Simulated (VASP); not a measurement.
# BaTiO3 (P4mm) in VASP: notebook

BaTiO3 is run at these levels: revPBE+D3(BJ); tasks: single point.

All numbers are computed with VASP 6.6.1; they aren't measurements. Logs are shortened: lines on timing, memory, paths and dates and some standing lists are left out, and cuts for length are marked.

**1. The cell of the first run**

Symmetry: P4mm, No. 99, tetragonal system. Conventional cell: a = 3.973 Å, b = 3.973 Å, c = 3.991 Å, α = 90.00°, β = 90.00°, γ = 90.00°. Within 3.6 Å of Ba (site symmetry 4mm) lie 12 O at 2.77 to 2.86 Å and 8 Ti at 3.42 to 3.47 Å. Within 2.5 Å of Ti (site symmetry 4mm) lie 6 O at 1.88 to 2.11 Å. Within 2.6 Å of O (site symmetry 2mm) lie 2 Ti at 1.99 Å. O (site symmetry 4mm) has 2 Ti at 1.88 to 2.11 Å within 2.5 Å.

**2. Single point, revPBE+D3(BJ)**

The input, INCAR:

```
SYSTEM = BaTiO3
PREC = Accurate
ENCUT = 520
EDIFF = 1E-6
ISMEAR = -1
SIGMA = 0.05
LREAL = .False.
LASPH = .True.
NELM = 100
ALGO = Normal
ISIF = 2
LWAVE = .False.
LCHARG = .True.
GGA = RE
IVDW = 12
LELF = .True.
LVHAR = .True.
NBANDS = 28
```

The input, KPOINTS:

```
Automatic mesh
0
Gamma
  7 7 7
  0 0 0
```

The input, POSCAR:

```
BaTiO3
1.0
    3.9729548958      0.0000000000      0.0000000000
    0.0000000000      3.9729548958      0.0000000000
    0.0000000000      0.0000000000      3.9910327445
Ba Ti O
1 1 3
Direct
    0.0000000000      0.0000000000      0.0000000000
    0.5000000000      0.5000000000      0.4900000000
    0.0000000000      0.5000000000      0.5170000000
    0.5000000000      0.0000000000      0.5170000000
    0.5000000000      0.5000000000      0.0190000000
```

Potentials or basis: VASP PAW PBE potentials, release 64 (Ba_sv, Ti_sv, O).

Run with:

```sh
> cat potpaw_PBE.64/Ba_sv/POTCAR potpaw_PBE.64/Ti_sv/POTCAR potpaw_PBE.64/O/POTCAR > POTCAR
> mpirun -np 1 vasp_std > vasp.out
```

OUTCAR:

```text
SYSTEM = BaTiO3
   PREC = Accurate
   ENCUT = 520
   EDIFF = 1E-6
   ISMEAR = -1
   LREAL = .False.
   LASPH = .True.
   NELM = 100
   ISIF = 2
   GGA = RE
   IVDW = 12
 IVDW          = 12

 ion  position               nearest neighbor table
   1  0.000  0.000  0.000-   3 2.77   4 2.77   3 2.77   4 2.77   5 2.81   5 2.81   5 2.81   5 2.81
                             4 2.86   3 2.86   4 2.86   3 2.86   2 3.42   2 3.42   2 3.42   2 3.42
   2  0.500  0.500  0.490-   5 1.88   4 1.99   3 1.99   4 1.99   3 1.99   5 2.11   1 3.42   1 3.42
                             1 3.42   1 3.42   1 3.47   1 3.47   1 3.47   1 3.47
   3  0.000  0.500  0.517-   2 1.99   2 1.99   1 2.77   1 2.77   1 2.86   1 2.86
   4  0.500  0.000  0.517-   2 1.99   2 1.99   1 2.77   1 2.77   1 2.86   1 2.86
   5  0.500  0.500  0.019-   2 1.88   2 2.11   1 2.81   1 2.81   1 2.81   1 2.81

  LATTYP: Found a simple tetragonal cell.
 ALAT       =     3.9729548958
 C/A-ratio  =     1.0045502275

  Lattice vectors:

 A1 = (   3.9729548958,   0.0000000000,   0.0000000000)
 A2 = (   0.0000000000,   3.9729548958,   0.0000000000)
 A3 = (   0.0000000000,   0.0000000000,   3.9910327445)

Analysis of symmetry for initial positions (statically):
=====================================================================
 Subroutine PRICEL returns:
 Original cell was already a primitive cell.

 Routine SETGRP: Setting up the symmetry group for a
 simple tetragonal supercell.

 Subroutine GETGRP returns: Found  8 space group operations
 (whereof  8 operations were pure point group operations)
 out of a pool of 16 trial point group operations.

The static configuration has the point symmetry C_4v.

Analysis of symmetry for dynamics (positions and initial velocities):
=====================================================================
 Subroutine PRICEL returns:
 Original cell was already a primitive cell.

 Routine SETGRP: Setting up the symmetry group for a
 simple tetragonal supercell.

 Subroutine GETGRP returns: Found  8 space group operations
 (whereof  8 operations were pure point group operations)
 out of a pool of 16 trial point group operations.

The dynamic configuration has the point symmetry C_4v.

 Subroutine INISYM returns: Found  8 space group operations
 (whereof  8 operations are pure point group operations),
 and found     1 'primitive' translations
[... 98 lines left out ...]
   LASPH  =      T    aspherical Exc in radial PAW
   ENCUT  =  520.0 eV  38.22 Ry    6.18 a.u.   7.39  7.39  7.42*2*pi/ulx,y,z
   NELM   =    100;   NELMIN=  2; NELMDL= -5     # of ELM steps
   EDIFF  = 0.1E-05   stopping-criterion for ELM
   LREAL  =      F    real-space projection
   EDIFFG = 0.1E-04   stopping-criterion for IOM
   NSW    =      0    number of steps for IOM
   IBRION =     -1    ionic relax: 0-MD 1-quasi-New 2-CG
   NFREE  =      0    steps in history (QN), initial steepest desc. (CG)
   ISIF   =      2    stress and relaxation
   ISYM   =      2    0-nonsym 1-usesym 2-fastsym
   POTIM  = 0.5000    time-step for ionic-motion
   TEBEG  =    0.0;   TEEND  =   0.0 temperature during run
   PSTRESS=    0.0 pullay stress
   NELECT =      40.0000    total number of electrons
   NUPDOWN=      -1.0000    fix difference up-down
   EMIN   =  10.00;   EMAX   =-10.00  energy-range for DOS
   EFERMI =   0.00;   METHOD = LEGACY
   ISMEAR =    -1;   SIGMA  =   0.05  broadening in eV -4-tet -1-fermi 0-gaus
   EFERMI_NEDOS =   21; number of points for ismear=-14 and -15
   IALGO  =     38    algorithm
   IMIX   =      4    mixing-type and parameters
     AMIX     =   0.40;   BMIX     =  1.00
     AMIX_MAG =   1.60;   BMIX_MAG =  1.00
  volume/ion in A,a.u.               =      12.60        85.02
  Fermi-wavevector in a.u.,A,eV,Ry     =   1.407097  2.659027 26.938466  1.979921
  Thomas-Fermi vector in A             =   2.529390
   LORBIT       =      0    0 simple, 1 ext, 2 COOP (PROOUT), +10 PAW based schemes
   GGA     = RE    functional components
   LHFCALC =     F    Hartree Fock is set to
   AEXX    =    0.0000 exact exchange contribution
   IVDW    =    12    specifies the selected vdW correction
   LEPSILON=     F    determine dielectric tensor
   LRPA    =     F    only Hartree local field effects (RPA)
 non-spin polarized calculation
  energy-cutoff  :      520.00
  volume of cell :       63.00
 maximum number of plane-waves:      1743
 NGX is ok and might be reduce to    30
   NGX = 15   NGY = 15   NGZ = 15

 number of electron      39.9999978 magnetization

 Free energy of the ion-electron system (eV)
  ---------------------------------------------------
  ext. energy  EPLUGINS =         0.00000000
  ---------------------------------------------------
  free energy    TOTEN  =       -38.09400620 eV

  energy without entropy =      -38.09400620  energy(sigma->0) =      -38.09400620

 E-fermi :   5.0371     XC(G=0): -11.2010

 val. band max:        4.0119133961   @ k =   0.4286   0.4286   0.4286
 cond. band min:       5.9485132321   @ k =   0.0000   0.0000   0.0000
 fundamental gap:      1.9365998360
 Fermi energy:         5.0371056895

 k-point     1 :       0.0000    0.0000    0.0000
  band No.  band energies     occupation
      1     -52.5189      2.00000
      2     -28.7194      2.00000
      3     -28.6868      2.00000
      4     -28.6868      2.00000
      5     -20.7455      2.00000
      6     -12.9273      2.00000
[... 733 lines left out ...]
     27      12.6562      0.00000
     28      13.1394      0.00000

 [... further k-points ...]

------------------------ aborting loop because EDIFF is reached ----------------------------------------

 Edisp (eV)   -2.48268

 E8    (eV) :    -1.7401

  FORCE on cell =-STRESS in cart. coord.  units (eV):
  Direction    XX          YY          ZZ          XY          YZ          ZX
  --------------------------------------------------------------------------------------
  -------------------------------------------------------------------------------------
  Total       1.66468     1.66468     2.06029     0.00000    -0.00000     0.00000
  in kB      42.33789    42.33789    52.39948     0.00000    -0.00000     0.00000
  external pressure =       45.69 kB  Pullay stress =        0.00 kB

 VOLUME and BASIS-vectors are now :
 -----------------------------------------------------------------------------
  energy-cutoff  :      520.00
  volume of cell :       63.00
      direct lattice vectors                 reciprocal lattice vectors
     3.972954896  0.000000000  0.000000000     0.251701826  0.000000000  0.000000000
     0.000000000  3.972954896  0.000000000     0.000000000  0.251701826  0.000000000
     0.000000000  0.000000000  3.991032745     0.000000000  0.000000000  0.250561713

 POSITION                                       TOTAL-FORCE (eV/Angst)
 -----------------------------------------------------------------------------------
      0.00000      0.00000      0.00000        -0.000000      0.000000      0.103347
      1.98648      1.98648      1.95561         0.000000     -0.000000     -0.033871
      0.00000      1.98648      2.06336         0.000000      0.000000     -0.107422
      1.98648      0.00000      2.06336         0.000000      0.000000     -0.107422
      1.98648      1.98648      0.07583         0.000000      0.000000      0.145368
 -----------------------------------------------------------------------------------
    total drift:                                0.000000      0.000000      0.000492

  FREE ENERGIE OF THE ION-ELECTRON SYSTEM (eV)
  ---------------------------------------------------
  free  energy   TOTEN  =       -40.5766902285 eV

  energy  without entropy=      -40.5766902281  energy(sigma->0) =      -40.57669023
```

Wall time 38 s (1 thread of Intel Xeon 6975P-C (Granite Rapids), shared host); peak memory 0.23 GiB.

What came out:

- Free energy: -40.5767 eV
- Pressure: 4.6 GPa
- Largest force: 0.145 eV/Å
- Band gap on the k mesh: 1.94 eV, indirect (least direct gap 2.11 eV)
- Dispersion energy per atom: -0.497 eV

Forces on the atoms (eV/Å):
```
Ba   0.000  0.000  0.103
Ti   0.000  0.000 -0.034
O    0.000  0.000 -0.107
O    0.000  0.000 -0.107
O    0.000  0.000  0.145
```

Stress tensor (GPa, compression positive):
```
4.23 0.00 0.00
0.00 4.23 0.00
0.00 0.00 5.24
```

Levels at points of the mesh, in eV from the valence-band top:
```
           k point  band 18  band 19  band 20  band 21  band 22  band 23
(0.00, 0.00, 0.00)    -0.19    -0.18    -0.18     1.94     2.16     2.16
```

Caveat: the PAW data sets were made with another functional, which shifts forces and pressure a little; spin-orbit coupling is left out, which moves the levels of the heavy elements.

**3. Single point, revPBE+D3(BJ)**

This run uses another cell than the first one, of 12.86 Å³/atom, 1.020 times its volume.

The input, INCAR:

```
SYSTEM = BaTiO3
PREC     = Accurate       ! precision mode
ENCUT    = 520            ! plane-wave cutoff, eV
EDIFF    = 1E-7           ! SCF threshold, eV
ISMEAR   = -1             ! smearing method
SIGMA    = 0.05           ! smearing width, eV
LREAL    = .False.        ! projectors in reciprocal space
LASPH    = .True.         ! aspherical terms in the spheres
NELM     = 80             ! most SCF steps
ALGO     = Normal         ! electronic algorithm
ISIF     = 2              ! what is computed and relaxed
LWAVE    = .False.        ! write WAVECAR
LCHARG   = .True.         ! write CHGCAR
GGA      = RE             ! functional
IVDW     = 12             ! dispersion correction
LELF     = .True.         ! ELF
LVHAR    = .True.       
NBANDS   = 28             ! bands
```

KPOINTS is that of step 2.

POSCAR, as its differences from that of step 2:

```diff
@@ -2,5 +2,5 @@
 1.0
-    3.9729548958      0.0000000000      0.0000000000
-    0.0000000000      3.9729548958      0.0000000000
-    0.0000000000      0.0000000000      3.9910327445
+    3.9998000000      0.0000000000      0.0000000000
+    0.0000000000      3.9998000000      0.0000000000
+    0.0000000000      0.0000000000      4.0180000000
 Ba Ti O
```

Potentials or basis: VASP PAW PBE potentials, release 64 (Ba_sv, Ti_sv, O).

Run with:

```sh
> cat potpaw_PBE.64/Ba_sv/POTCAR potpaw_PBE.64/Ti_sv/POTCAR potpaw_PBE.64/O/POTCAR > POTCAR
> mpirun -np 1 vasp_std > vasp.out
```

Run time: 40 s. Hardware: 1 thread of Intel Xeon 6975P-C (Granite Rapids), shared host; peak memory 0.22 GiB.

Results (log left out):

| Item | Value |
| --- | --- |
| Free energy | -40.6002 eV |
| Pressure | 1.0 GPa |
| Largest force | 0.274 eV/Å |
| Band gap on the k mesh | 1.89 eV, indirect (least direct gap 2.09 eV) |
| Dispersion energy per atom | -0.486 eV |

Forces on the atoms (eV/Å):
```
Ba   0.000  0.000  0.083
Ti   0.000  0.000 -0.131
O    0.000  0.000 -0.113
O    0.000  0.000 -0.113
O    0.000  0.000  0.274
```

Stress tensor (GPa, compression positive):
```
0.71 0.00 0.00
0.00 0.71 0.00
0.00 0.00 1.63
```

Levels at points of the mesh, in eV from the valence-band top:
| k point | band 18 | band 19 | band 20 | band 21 | band 22 | band 23 |
| --- | --- | --- | --- | --- | --- | --- |
| (0.00, 0.00, 0.00) | -0.21 | -0.20 | -0.20 | 1.89 | 2.11 | 2.11 |

Caveat: the PAW data sets were made with another functional, which shifts forces and pressure a little; spin-orbit coupling is left out, which moves the levels of the heavy elements. A k mesh can miss the band edges.

(Part 1 of 2 ends here.)
